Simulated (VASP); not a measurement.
A run of VASP 6.6.1 is set up as follows.

Contents of INCAR:

```
SYSTEM = Al
PREC = Accurate ; ENCUT = 520
EDIFF = 1E-6 ; ISMEAR = 0
SIGMA = 0.15 ; LREAL = .False.
LASPH = .True. ; NELM = 100
ALGO = Normal ; ISIF = 2
LWAVE = .False. ; LCHARG = .False.
GGA = PS ; IVDW = 12
NBANDS = 14
```

File KPOINTS:

```
Automatic mesh
0
Gamma
  18 18 6
  0 0 0
```

POSCAR

```
Al
1.0
    2.7253568702      0.0000000000      0.0000000000
   -1.3626784351      2.3602282840      0.0000000000
    0.0000000000      0.0000000000      9.1255849442
Al
4
Direct
    0.0000000000      0.0000000000      0.0000000000
    0.3333333333      0.6666666667      0.2500000000
    0.0000000000      0.0000000000      0.5000000000
    0.6666666667      0.3333333333      0.7500000000
```

Potentials or basis: VASP PAW PBE potentials, release 64 (Al).

Launch:

```bash
$ cat potpaw_PBE.64/Al/POTCAR > POTCAR
$ mpirun -np 1 vasp_std > vasp.out
```

(1) Predict the band gap on the k mesh.

(2) Predict the dispersion energy per atom.

(3) What does it give for the pressure?

## Answers

(1) zero (band 6 reaches 13.03 eV, above the bottom of band 7 at 7.67 eV).

(2) -0.358 eV.

(3) 6.6 GPa.

Caveat: the PAW data sets were made with another functional, which shifts forces and pressure a little; pairwise dispersion overbinds metals, which lowers pressure and volume.
